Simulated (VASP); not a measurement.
The system is Si2B3.

```
CELL_PARAMETERS angstrom
3.61952 0.00000 0.00000
-1.80976 3.13459 0.00000
0.00000 0.00000 4.44464
ATOMIC_POSITIONS crystal
Si 0.66667 0.33333 0.50000
Si 0.33333 0.66667 0.00000
B 0.00000 0.00000 0.74540
B 0.00000 0.00000 0.25460
B 0.66667 0.33333 0.00000
```

The cell was generated, and may not be a known phase.

| Property | Result |
| --- | --- |
| Program | VASP 6.6.1 |
| Task | relaxation of cell and atoms |
| Functional | PBE |
| Potentials or basis | VASP PAW PBE potentials, release 64 (Si, B) |
| Cutoff | 500 eV |
| k mesh | 5 × 5 × 4 |
| Occupations | gaussian, width 0.2 eV |
| Spin | no spin polarisation |

At the start: pressure -3.5 GPa; volume 10.09 Å³/atom.

Question: How do energy, volume and symmetry change on relaxing?

Answer: Over 27 steps the energy falls by 385.2 meV/atom and the volume is 11.51 Å³/atom (+14.1 %); space group P-6m2 (No. 187, to 0.1 Å) before and after.

Step by step:
```tsv
step	energy change (eV)	largest force (eV/Å)	pressure (GPa)	volume (Å³)
1	0.0000	1.2407	-3.51	50.43
2	-0.3352	1.2749	-0.11	48.78
3	-0.4513	1.0416	4.39	47.32
4	-0.4542	0.7976	6.02	46.92
5	-0.4821	1.1014	2.84	49.08
6	-0.5170	0.1236	3.64	48.21
7	-0.5859	0.4993	-2.94	50.38
8	-0.5905	0.6706	-4.53	50.98
9	-0.6587	0.8841	-5.18	51.18
10	-0.9229	1.0773	-5.76	51.64
11	-1.4430	0.6653	0.73	52.05
12	-0.6739	5.2070	35.86	51.01
13	-1.4931	2.1313	7.11	52.03
14	-1.3904	3.8792	19.17	51.70
15	-1.4693	3.3068	14.39	51.86
16	-1.4830	3.2631	14.56	51.96
17	-1.5214	3.1631	15.19	52.25
18	-1.5473	2.9970	17.12	52.79
19	-1.5799	2.8201	16.32	52.95
20	-1.6675	2.3202	13.99	53.45
21	-1.8004	1.4480	9.69	54.45
22	-1.9203	0.1096	2.35	56.48
23	-1.9243	0.1045	1.07	56.90
24	-1.9244	0.1460	0.81	56.98
25	-1.9250	0.1346	0.68	57.04
26	-1.9264	0.1000	0.29	57.20
27	-1.9262	0.0296	-0.48	57.54
```

Final structure:
```xyz
5
Lattice="3.3671 0.0000 0.0000 -1.6835 2.9160 0.0000 0.0000 0.0000 5.8601" Properties=species:S:1:pos:R:3 pbc="T T T"
Si    1.6835    0.9720    2.9300
Si    0.0000    1.9440    0.0000
B     0.0000    0.0000    3.7836
B     0.0000    0.0000    2.0765
B     1.6835    0.9720    0.0000
```

Caveat: the k points lie up to 0.43 Å⁻¹ apart in the final cell, too coarse for converged energies and pressures of a metal; a cell axis changed by over 15 % at a fixed basis, so the end point is rough.
